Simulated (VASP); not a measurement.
# LiF (Fm-3m) in VASP: further runs

Aim: see how the results for LiF move with the level of theory and the settings. Levels: PBE, r2SCAN. Tasks: single point.

Program: VASP 6.6.1. These are calculated values, not measurements. Logs are shortened: lines on timing, memory, paths and dates and some standing lists are left out, and cuts for length are marked.

**1. The cell of the first run**

The structure is cubic, space group Fm-3m (No. 225). The conventional cell has a = 3.990 Å, b = 3.990 Å, c = 3.990 Å, α = 90.00°, β = 90.00°, γ = 90.00°. Li (site symmetry m-3m) has 6 F at 1.99 Å within 2.6 Å. Within 2.6 Å of F (site symmetry m-3m) lie 6 Li at 1.99 Å.

**2. Single point, PBE**

INCAR

```
  PREC = Accurate
  ENCUT = 520
  EDIFF = 1E-6
  ISMEAR = 0
  SIGMA = 0.01
  LREAL = False
  LASPH = True
  NELM = 80
  ALGO = Normal
  ISIF = 2
  LWAVE = False
  LCHARG = True
  GGA = PE
  LELF = True
  LVHAR = True
  NBANDS = 12
```

KPOINTS

```
regular mesh
0
Gamma
  6 6 6
```

POSCAR

```
LiF
1.0
    0.0000000000      1.9948717406      1.9948717406
    1.9948717406      0.0000000000      1.9948717406
    1.9948717406      1.9948717406      0.0000000000
Li F
1 1
Direct
    0.0000000000      0.0000000000      0.0000000000
    0.5000000000      0.5000000000      0.5000000000
```

Potentials or basis: VASP PAW PBE potentials, release 64 (Li_sv, F).

Run with:

```sh
$ cat potpaw_PBE.64/Li_sv/POTCAR potpaw_PBE.64/F/POTCAR > POTCAR
$ mpirun -np 1 vasp_std > vasp.out
```

OUTCAR:

```text
PREC = Accurate
   ENCUT = 520
   EDIFF = 1E-6
   ISMEAR = 0
   LREAL = False
   LASPH = True
   NELM = 80
   ISIF = 2
   GGA = PE

 ion  position               nearest neighbor table
   1  0.000  0.000  0.000-   2 1.99   2 1.99   2 1.99   2 1.99   2 1.99   2 1.99
   2  0.500  0.500  0.500-   1 1.99   1 1.99   1 1.99   1 1.99   1 1.99   1 1.99

  LATTYP: Found a face centered cubic cell.
 ALAT       =     3.9897434812

  Lattice vectors:

 A1 = (   0.0000000000,   1.9948717406,   1.9948717406)
 A2 = (   1.9948717406,   0.0000000000,   1.9948717406)
 A3 = (   1.9948717406,   1.9948717406,   0.0000000000)

Analysis of symmetry for initial positions (statically):
=====================================================================
 Subroutine PRICEL returns:
 Original cell was already a primitive cell.

 Routine SETGRP: Setting up the symmetry group for a
 face centered cubic supercell.

 Subroutine GETGRP returns: Found 48 space group operations
 (whereof 48 operations were pure point group operations)
 out of a pool of 48 trial point group operations.

The static configuration has the point symmetry O_h .

Analysis of symmetry for dynamics (positions and initial velocities):
=====================================================================
 Subroutine PRICEL returns:
 Original cell was already a primitive cell.

 Routine SETGRP: Setting up the symmetry group for a
 face centered cubic supercell.

 Subroutine GETGRP returns: Found 48 space group operations
 (whereof 48 operations were pure point group operations)
 out of a pool of 48 trial point group operations.

The dynamic configuration has the point symmetry O_h .

 Subroutine INISYM returns: Found 48 space group operations
 (whereof 48 operations are pure point group operations),
 and found     1 'primitive' translations

----------------------------------------------------------------------------------------

                                     Primitive cell

  volume of cell :      15.8772

  direct lattice vectors                    reciprocal lattice vectors
     0.000000000  1.994871741  1.994871741    -0.250642680  0.250642680  0.250642680
     1.994871741  0.000000000  1.994871741     0.250642680 -0.250642680  0.250642680
     1.994871741  1.994871741  0.000000000     0.250642680  0.250642680 -0.250642680

  length of vectors
     2.821174671  2.821174671  2.821174671     0.434125857  0.434125857  0.434125857

  position of ions in fractional coordinates (direct lattice)
     0.000000000  0.000000000  0.000000000
     0.500000000  0.500000000  0.500000000

  ion indices of the primitive-cell ions
   primitive index   ion index
                 1           1
                 2           2

----------------------------------------------------------------------------------------

 KPOINTS: regular mesh

Automatic generation of k-mesh.
 Grid dimensions read from file:
 generate k-points for:    6    6    6

 Generating k-lattice:

  Cartesian coordinates                     Fractional coordinates (reciprocal lattice)
    -0.041773780  0.041773780  0.041773780     0.166666667  0.000000000  0.000000000
     0.041773780 -0.041773780  0.041773780     0.000000000  0.166666667  0.000000000
     0.041773780  0.041773780 -0.041773780     0.000000000  0.000000000  0.166666667

  Length of vectors
     0.072354309  0.072354309  0.072354309

  Shift w.r.t. Gamma in fractional coordinates (k-lattice)
     0.000000000  0.000000000  0.000000000

 Subroutine IBZKPT returns following result:
 ===========================================

 Found     16 irreducible k-points:

 Following reciprocal coordinates:
            Coordinates               Weight
  0.000000  0.000000  0.000000      1.000000
  0.166667  0.000000  0.000000      8.000000
  0.333333  0.000000  0.000000      8.000000
  0.500000  0.000000  0.000000      4.000000
  0.166667  0.166667  0.000000      6.000000
  0.333333  0.166667  0.000000     24.000000
[... 8 lines left out ...]
 -0.333333  0.333333  0.166667     24.000000
 -0.333333  0.500000  0.166667     12.000000
   k-points           NKPTS =     16   k-points in BZ     NKDIM =     16   number of bands    NBANDS=     12
   number of dos      NEDOS =    301   number of ions     NIONS =      2
   total plane-waves  NPLWV =  13824
   dimension x,y,z NGX =    24 NGY =   24 NGZ =   24
   dimension x,y,z NGXF=    48 NGYF=   48 NGZF=   48
   ions per type =               1   1
   NGX,Y,Z   is equivalent  to a cutoff of  14.14, 14.14, 14.14 a.u.
   NGXF,Y,Z  is equivalent  to a cutoff of  28.29, 28.29, 28.29 a.u.
 SYSTEM =  unknown system
   PREC   = accura    normal or accurate (medium, high low for compatibility)
   ISTART =      0    job   : 0-new  1-cont  2-samecut
   ICHARG =      2    charge: 1-file 2-atom 10-const
   ISPIN  =      1    spin polarized calculation?
   LNONCOLLINEAR =      F non collinear calculations
   LSORBIT =      F    spin-orbit coupling
   LASPH  =      T    aspherical Exc in radial PAW
   ENCUT  =  520.0 eV  38.22 Ry    6.18 a.u.   5.25  5.25  5.25*2*pi/ulx,y,z
   NELM   =     80;   NELMIN=  2; NELMDL= -5     # of ELM steps
   EDIFF  = 0.1E-05   stopping-criterion for ELM
   LREAL  =      F    real-space projection
   EDIFFG = 0.1E-04   stopping-criterion for IOM
   NSW    =      0    number of steps for IOM
   IBRION =     -1    ionic relax: 0-MD 1-quasi-New 2-CG
   NFREE  =      0    steps in history (QN), initial steepest desc. (CG)
   ISIF   =      2    stress and relaxation
   ISYM   =      2    0-nonsym 1-usesym 2-fastsym
   POTIM  = 0.5000    time-step for ionic-motion
   TEBEG  =    0.0;   TEEND  =   0.0 temperature during run
   PSTRESS=    0.0 pullay stress
   NELECT =      10.0000    total number of electrons
   NUPDOWN=      -1.0000    fix difference up-down
   EMIN   =  10.00;   EMAX   =-10.00  energy-range for DOS
   EFERMI =   0.00;   METHOD = LEGACY
   ISMEAR =     0;   SIGMA  =   0.01  broadening in eV -4-tet -1-fermi 0-gaus
   EFERMI_NEDOS =   21; number of points for ismear=-14 and -15
   IALGO  =     38    algorithm
   IMIX   =      4    mixing-type and parameters
     AMIX     =   0.40;   BMIX     =  1.00
     AMIX_MAG =   1.60;   BMIX_MAG =  1.00
  volume/ion in A,a.u.               =       7.94        53.57
  Fermi-wavevector in a.u.,A,eV,Ry     =   1.403298  2.651848 26.793202  1.969245
  Thomas-Fermi vector in A             =   2.525974
   LORBIT       =      0    0 simple, 1 ext, 2 COOP (PROOUT), +10 PAW based schemes
   GGA     = PE    functional components
   LHFCALC =     F    Hartree Fock is set to
   AEXX    =    0.0000 exact exchange contribution
   IVDW    =     0    specifies the selected vdW correction
   LEPSILON=     F    determine dielectric tensor
   LRPA    =     F    only Hartree local field effects (RPA)
 non-spin polarized calculation
 Gauss-broadening in eV      SIGMA  =   0.01
  energy-cutoff  :      520.00
  volume of cell :       15.88
 maximum number of plane-waves:       444
 NGX is ok and might be reduce to    24
   NGX = 11   NGY = 11   NGZ = 11

 number of electron      10.0000000 magnetization

 number of electron       9.9999997 magnetization

 Free energy of the ion-electron system (eV)
  ---------------------------------------------------
  ext. energy  EPLUGINS =         0.00000000
  ---------------------------------------------------
  free energy    TOTEN  =        -9.62825919 eV

  energy without entropy =       -9.62825919  energy(sigma->0) =       -9.62825919

 E-fermi :  -0.6497     XC(G=0): -10.1228

 val. band max:       -0.8419982725   @ k =   0.0000   0.0000   0.0000
 cond. band min:       8.5098928487   @ k =   0.0000   0.0000   0.0000
 fundamental gap:      9.3518911213
 Fermi energy:        -0.6496671510

 k-point     1 :       0.0000    0.0000    0.0000
  band No.  band energies     occupation
      1     -41.7003      2.00000
      2     -20.8958      2.00000
      3      -0.8420      2.00000
      4      -0.8420      2.00000
      5      -0.8420      2.00000
      6       8.5099      0.00000
      7      23.5068      0.00000
      8      23.5068      0.00000
      9      23.5068      0.00000
     10      23.7657      0.00000
     11      23.7657      0.00000
     12      23.7657      0.00000

 k-point     2 :       0.1667    0.0000    0.0000
  band No.  band energies     occupation
      1     -41.6839      2.00000
      2     -20.7884      2.00000
      3      -1.5874      2.00000
      4      -0.9042      2.00000
      5      -0.9042      2.00000
      6       9.2155      0.00000
      7      18.9539      0.00000
      8      21.1605      0.00000
      9      21.1605      0.00000
     10      25.5673      0.00000
     11      25.7241      0.00000
     12      25.7241      0.00000

 k-point     3 :       0.3333    0.0000    0.0000
  band No.  band energies     occupation
      1     -41.6508      2.00000
      2     -20.5608      2.00000
      3      -2.8693      2.00000
      4      -1.0230      2.00000
      5      -1.0230      2.00000
      6      10.0396      0.00000
      7      16.5253      0.00000
      8      19.0579      0.00000
      9      19.0579      0.00000
     10      27.8693      0.00000
     11      28.5812      0.00000
     12      28.5812      0.00000
[... 166 lines left out ...]
 k-point    15 :      -0.3333    0.3333    0.1667
  band No.  band energies     occupation
      1     -41.6207      2.00000
      2     -20.2491      2.00000
      3      -3.1432      2.00000
      4      -2.5798      2.00000
      5      -1.4929      2.00000
      6      12.9091      0.00000
      7      14.7750      0.00000
      8      17.9856      0.00000
      9      18.7413      0.00000
     10      26.7825      0.00000
     11      27.6015      0.00000
     12      35.1314      0.00000

 k-point    16 :      -0.3333    0.5000    0.1667
  band No.  band energies     occupation
      1     -41.6165      2.00000
      2     -20.1757      2.00000
      3      -3.5064      2.00000
      4      -2.4687      2.00000
      5      -1.7205      2.00000
      6      14.2924      0.00000
      7      14.7936      0.00000
      8      16.9002      0.00000
      9      19.0045      0.00000
     10      23.4547      0.00000
     11      31.2263      0.00000
     12      33.6664      0.00000

------------------------ aborting loop because EDIFF is reached ----------------------------------------

  FORCE on cell =-STRESS in cart. coord.  units (eV):
  Direction    XX          YY          ZZ          XY          YZ          ZX
  --------------------------------------------------------------------------------------
  -------------------------------------------------------------------------------------
  Total        0.3934948      0.3934948      0.3934948      0.0000000     -0.0000000      0.0000000
  in kB       39.7076927     39.7076927     39.7076927      0.0000000     -0.0000000      0.0000000
  external PRESSURE =      39.7076927 kB  Pullay stress =       0.0000000 kB

 VOLUME and BASIS-vectors are now :
 -----------------------------------------------------------------------------
  energy-cutoff  :      520.00
  volume of cell :       15.88
      direct lattice vectors                 reciprocal lattice vectors
     0.000000000  1.994871741  1.994871741    -0.250642680  0.250642680  0.250642680
     1.994871741  0.000000000  1.994871741     0.250642680 -0.250642680  0.250642680
     1.994871741  1.994871741  0.000000000     0.250642680  0.250642680 -0.250642680

 POSITION                                       TOTAL-FORCE (eV/Angst)
 -----------------------------------------------------------------------------------
      0.00000      0.00000      0.00000        -0.000000     -0.000000     -0.000000
      1.99487      1.99487      1.99487         0.000000      0.000000      0.000000
 -----------------------------------------------------------------------------------
    total drift:                               -0.000000     -0.000000      0.000000

  FREE ENERGIE OF THE ION-ELECTRON SYSTEM (eV)
  ---------------------------------------------------
  free  energy   TOTEN  =        -9.6282591927 eV

  energy  without entropy=       -9.6282591927  energy(sigma->0) =       -9.62825919
```

Run time: 5 s. Hardware: 1 thread of Intel Xeon Platinum 8259CL at 2.50GHz (Skylake/Cascade Lake), shared host; peak memory 0.12 GiB.

What came out:

| Property | Result |
| --- | --- |
| Free energy | -9.6283 eV |
| Band gap on the k mesh | 9.35 eV, direct |

Levels at points of the mesh, in eV from the valence-band top:
| k point | band 1 | band 2 | band 3 | band 4 | band 5 | band 6 | band 7 | band 8 | band 9 | band 10 |
| --- | --- | --- | --- | --- | --- | --- | --- | --- | --- | --- |
| (0.00, 0.00, 0.00) | -40.86 | -20.05 | 0.00 | 0.00 | 0.00 | 9.35 | 24.35 | 24.35 | 24.35 | 24.61 |
| (0.50, 0.00, 0.00) | -40.79 | -19.60 | -2.60 | -0.24 | -0.24 | 10.92 | 17.08 | 19.12 | 19.12 | 30.88 |
| (0.50, 0.50, 0.00) | -40.78 | -19.31 | -3.13 | -1.04 | -1.04 | 15.08 | 16.61 | 17.80 | 20.58 | 20.58 |

Caveat: the k points lie up to 0.45 Å⁻¹ apart; the cutoff is under 1.25 times the usual one of these potentials, so pressure, stress and relaxed cells hold a basis-set (Pulay) error.

**3. Single point, PBE**

INCAR

```
PREC = Accurate
ENCUT = 520
EDIFF = 1E-6
ISMEAR = 0
SIGMA = 0.01
LREAL = F
LASPH = T
NELM = 60
ALGO = Normal
ISIF = 2
LWAVE = F
LCHARG = F
GGA = PE
NBANDS = 12
```

KPOINTS

```
Automatic mesh
0
Gamma
  8 8 8
```

POSCAR is that of step 2.

Potentials or basis: VASP PAW PBE potentials, release 64 (Li_sv, F).

Run with:

```sh
$ cat potpaw_PBE.64/Li_sv/POTCAR potpaw_PBE.64/F/POTCAR > POTCAR
$ mpirun -np 1 vasp_std > vasp.out
```

Run time: 6.4 s. Hardware: 1 thread of Intel Xeon Platinum 8259CL at 2.50GHz (Skylake/Cascade Lake), shared host; peak memory 0.13 GiB.

It converged, with:

- Free energy: -9.6279 eV
- Band gap on the k mesh: 9.35 eV, direct

Levels at points of the mesh, in eV from the valence-band top:
| k point | band 1 | band 2 | band 3 | band 4 | band 5 | band 6 | band 7 | band 8 | band 9 | band 10 |
| --- | --- | --- | --- | --- | --- | --- | --- | --- | --- | --- |
| (0.00, 0.00, 0.00) | -40.86 | -20.05 | 0.00 | 0.00 | 0.00 | 9.35 | 24.35 | 24.35 | 24.35 | 24.61 |
| (0.50, 0.00, 0.00) | -40.79 | -19.60 | -2.60 | -0.24 | -0.24 | 10.92 | 17.08 | 19.12 | 19.12 | 30.88 |
| (0.50, 0.50, 0.00) | -40.78 | -19.31 | -3.13 | -1.04 | -1.04 | 15.08 | 16.61 | 17.80 | 20.58 | 20.58 |

Caveat: the cutoff is under 1.25 times the usual one of these potentials, so pressure, stress and relaxed cells hold a basis-set (Pulay) error.

**4. Single point, r2SCAN**

POSCAR is that of step 3.

INCAR.step1

```
PREC     = Accurate       # precision mode
ENCUT    = 520            # plane-wave cutoff, eV
ISMEAR   = 0              # smearing method
SIGMA    = 0.01           # smearing width, eV
LREAL    = False          # projectors in reciprocal space
LASPH    = True           # aspherical terms in the spheres
NELM     = 100            # most SCF steps
NBANDS   = 12             # bands
GGA      = PE             # functional
ALGO     = Normal         # electronic algorithm
EDIFF    = 1E-4           # SCF threshold, eV
LWAVE    = True           # write WAVECAR
LCHARG   = False          # write CHGCAR
```

INCAR.step2

```
PREC     = Accurate       # precision mode
ENCUT    = 520            # plane-wave cutoff, eV
EDIFF    = 1E-6           # SCF threshold, eV
ISMEAR   = 0              # smearing method
SIGMA    = 0.01           # smearing width, eV
LREAL    = False          # projectors in reciprocal space
LASPH    = True           # aspherical terms in the spheres
NELM     = 100            # most SCF steps
ALGO     = Normal         # electronic algorithm
ISIF     = 2              # what is computed and relaxed
LWAVE    = False          # write WAVECAR
LCHARG   = False          # write CHGCAR
METAGGA  = R2SCAN         # meta-GGA
LMIXTAU  = True         
NBANDS   = 12             # bands
ISTART   = 1
```

KPOINTS is that of step 3.

Potentials or basis: VASP PAW PBE potentials, release 64 (Li_sv, F).

Run with:

```sh
$ cat potpaw_PBE.64/Li_sv/POTCAR potpaw_PBE.64/F/POTCAR > POTCAR
$ cp INCAR.step1 INCAR
$ mpirun -np 1 vasp_std > vasp.out
$ cp INCAR.step2 INCAR
$ mpirun -np 1 vasp_std > vasp.out
```

OUTCAR:

```text
PREC = Accurate
   ENCUT = 520
   EDIFF = 1E-6
   ISMEAR = 0
   LREAL = False
   LASPH = True
   NELM = 100
   ISIF = 2
   METAGGA = R2SCAN
   ISTART = 1

 ion  position               nearest neighbor table
   1  0.000  0.000  0.000-   2 1.99   2 1.99   2 1.99   2 1.99   2 1.99   2 1.99
   2  0.500  0.500  0.500-   1 1.99   1 1.99   1 1.99   1 1.99   1 1.99   1 1.99

  LATTYP: Found a face centered cubic cell.
 ALAT       =     3.9897434812

  Lattice vectors:

 A1 = (   0.0000000000,   1.9948717406,   1.9948717406)
 A2 = (   1.9948717406,   0.0000000000,   1.9948717406)
[... 539 lines left out ...]
      9      19.7834      0.00000
     10      27.9810      0.00000
     11      29.3764      0.00000
     12      35.1025      0.00000

 [... further k-points ...]
[... 5 lines left out ...]
  --------------------------------------------------------------------------------------
  -------------------------------------------------------------------------------------
  Total       -0.0758122     -0.0758122     -0.0758122      0.0000000      0.0000000     -0.0000000
  in kB       -7.6502355     -7.6502355     -7.6502355      0.0000000      0.0000000     -0.0000000
  external PRESSURE =      -7.6502355 kB  Pullay stress =       0.0000000 kB

 VOLUME and BASIS-vectors are now :
 -----------------------------------------------------------------------------
  energy-cutoff  :      520.00
  volume of cell :       15.88
      direct lattice vectors                 reciprocal lattice vectors
     0.000000000  1.994871741  1.994871741    -0.250642680  0.250642680  0.250642680
     1.994871741  0.000000000  1.994871741     0.250642680 -0.250642680  0.250642680
     1.994871741  1.994871741  0.000000000     0.250642680  0.250642680 -0.250642680

 POSITION                                       TOTAL-FORCE (eV/Angst)
 -----------------------------------------------------------------------------------
      0.00000      0.00000      0.00000        -0.000000      0.000000      0.000000
      1.99487      1.99487      1.99487         0.000000     -0.000000      0.000000
 -----------------------------------------------------------------------------------
    total drift:                               -0.000000     -0.000000      0.000000

  FREE ENERGIE OF THE ION-ELECTRON SYSTEM (eV)
  ---------------------------------------------------
  free  energy   TOTEN  =       -11.9030240483 eV

  energy  without entropy=      -11.9030240483  energy(sigma->0) =      -11.90302405
```

OUTCAR.step1:

```text
PREC = Accurate
   ENCUT = 520
   ISMEAR = 0
   LREAL = False
   LASPH = True
[... 584 lines left out ...]
      0.00000      0.00000      0.00000         0.000000      0.000000      0.000000
      1.99487      1.99487      1.99487        -0.000000     -0.000000     -0.000000
 -----------------------------------------------------------------------------------
    total drift:                               -0.000000     -0.000000      0.000000

  FREE ENERGIE OF THE ION-ELECTRON SYSTEM (eV)
  ---------------------------------------------------
  free  energy   TOTEN  =        -9.6278700530 eV

  energy  without entropy=       -9.6278700530  energy(sigma->0) =       -9.62787005
```

Run time: 26 s. Hardware: 1 thread of Intel Xeon Platinum 8259CL at 2.50GHz (Skylake/Cascade Lake), shared host; peak memory 0.13 GiB.

Results:

```yaml
Free_energy: -11.9030 eV
Band_gap_on_the_k_mesh: 10.55 eV, direct
```

Caveat: the cutoff is under 1.25 times the usual one of these potentials, so pressure, stress and relaxed cells hold a basis-set (Pulay) error; the PAW data sets were made with another functional, which shifts forces and pressure a little.

**5. The runs side by side**

```csv
level,k mesh,gap on the mesh (eV)
PBE,6 × 6 × 6,9.35
PBE,8 × 8 × 8,9.35
r2SCAN,8 × 8 × 8,10.55
```

Alike in all rows: task single point; potentials or basis VASP PAW PBE potentials, release 64 (Li_sv, F); no spin polarisation; cell as given; cutoff (eV) 520; smearing gaussian 0.01 eV.

Caveats: some runs use coarse meshes; the cutoff is under 1.25 times the usual one of these potentials, so pressure, stress and relaxed cells hold a basis-set (Pulay) error; the PAW data sets were made with another functional, which shifts forces and pressure a little (some runs).

Total energies depend on the potentials used, so only differences within one code and one set of settings carry meaning.
